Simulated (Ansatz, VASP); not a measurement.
**Cu in VASP and in Ansatz**

```xyz
1
Lattice="0.0000 1.8075 1.8527 1.8075 0.0000 1.8527 1.8075 1.8075 0.0000" Properties=species:S:1:pos:R:3 pbc="T T T"
Cu    0.0000    0.0000    0.0000
```

Change from the starting cell: strain +0.000 along x and y, +0.025 along z, atoms carried along.

Alike in both runs: task single point; functional PBE; k mesh 22 × 22 × 22; occupations gaussian, width 0.15 eV; no spin polarisation.

|  | VASP | Ansatz |
| --- | --- | --- |
| version | VASP 6.6.1 | Ansatz 0.2.0 |
| potentials or method | VASP PAW PBE potentials, release 64 (Cu), cutoff 520 eV | scalar-relativistic, plane waves, PAW |
| valence electrons in the cell | 11 | 19 |

```csv
,VASP,Ansatz,Ansatz less VASP
gap on the k mesh at the Fermi level (eV),none,none,-
pressure (GPa),-1.2,-1.7,-0.53
"traceless stress, the component that is largest in VASP (GPa)",-0.99,-1.00,-0.008
```

A gap of «none» marks a metal or a gap that the smearing closes. VASP's potentials hold 11 valence electrons a cell and Ansatz's 19, so a difference there can come from the potentials and not from the codes.
